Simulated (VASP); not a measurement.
Here is a VASP 6.6.1 calculation.

Contents of INCAR:

```
SYSTEM = LaAl3N2
ALGO = Normal
EDIFF = 1E-6
ENCUT = 520
GGA = PE
ISIF = 2
ISMEAR = 0
LASPH = .True.
LCHARG = .False.
LREAL = .False.
LWAVE = .False.
NBANDS = 24
NELM = 80
PREC = Accurate
SIGMA = 0.1
```

Contents of KPOINTS:

```
k-points
0
Gamma
  12 12 4
  0 0 0
```

The input POSCAR:

```
LaAl3N2
1.0
    3.1442282985      0.0000000000      0.0000000000
   -1.5721141493      2.7229815818      0.0000000000
    0.0000000000      0.0000000000     10.5699901377
La Al N
1 3 2
Direct
    0.0000000000      0.0000000000      0.9772446067
    0.6666666667      0.3333333333      0.2382969355
    0.0000000000      0.0000000000      0.4813288235
    0.3333333333      0.6666666667      0.7124104100
    0.6666666667      0.3333333333      0.4172627385
    0.3333333333      0.6666666667      0.1734564859
```

Potentials or basis: VASP PAW PBE potentials, release 64 (La, Al, N).

Run with:

```bash
$ cat potpaw_PBE.64/La/POTCAR potpaw_PBE.64/Al/POTCAR potpaw_PBE.64/N/POTCAR > POTCAR
$ mpirun -np 1 vasp_std > vasp.out
```

Problem. Predict the band gap on the k mesh.

Solution. Zero (band 15 reaches 8.73 eV, above the bottom of band 16 at 8.29 eV).

Problem. Estimate the largest force.

Solution. 0.008 eV/Å.

Stress tensor (GPa, compression positive):
```
-0.10  0.00  0.00
 0.00 -0.10  0.00
 0.00  0.00 -0.20
```

Caveat: spin-orbit coupling is left out, which moves the levels of the heavy elements.
